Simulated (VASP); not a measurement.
## Cu: single point with PBE

The system is Cu, a slab with vacuum.

```
Cu
1.0
     2.56651    0.00000    0.00000
     0.00000    2.56651    0.00000
     0.00000    0.00000   19.62960
Cu
3
Direct
  0.00000 0.00000 0.40995
  0.50000 0.50000 0.50000
  0.00000 0.00000 0.59005
```

```yaml
Program: VASP 6.6.1
Task: single point
Functional: PBE
Potentials_or_basis: VASP PAW PBE potentials, release 64 (Cu)
Cutoff: 520 eV
k_mesh: 14 × 14 × 1
Occupations: fermi-dirac, width 0.1 eV
Spin: no spin polarisation
Dipole_correction: yes
Further_INCAR_settings: ALGO = Normal; EDIFF = 1e-06; NBANDS = 24
```

```
Largest force : 0.030 eV/Å
```

Forces on the atoms (eV/Å):
```
Cu   0.000  0.000 -0.030
Cu   0.000  0.000  0.000
Cu   0.000  0.000  0.030
```

Levels at points of the mesh, in eV from the Fermi level:
```
           k point  band 13  band 14  band 15  band 16  band 17  band 18  band 19  band 20  band 21  band 22
(0.00, 0.00, 0.00)    -1.89    -1.54    -1.45    -1.45    -1.44    -0.88     1.25     4.25     4.77     5.35
(0.50, 0.00, 0.00)    -1.61    -1.58    -1.48    -0.18    -0.06     0.00     2.98     4.02     6.33     7.76
(0.50, 0.50, 0.00)    -1.54    -1.12    -1.12     2.86     2.86     6.05     6.05     7.48     7.68     8.83
```

It took 120 s on 1 thread of Intel Xeon 6975P-C (shared host), peak memory 0.28 GiB.
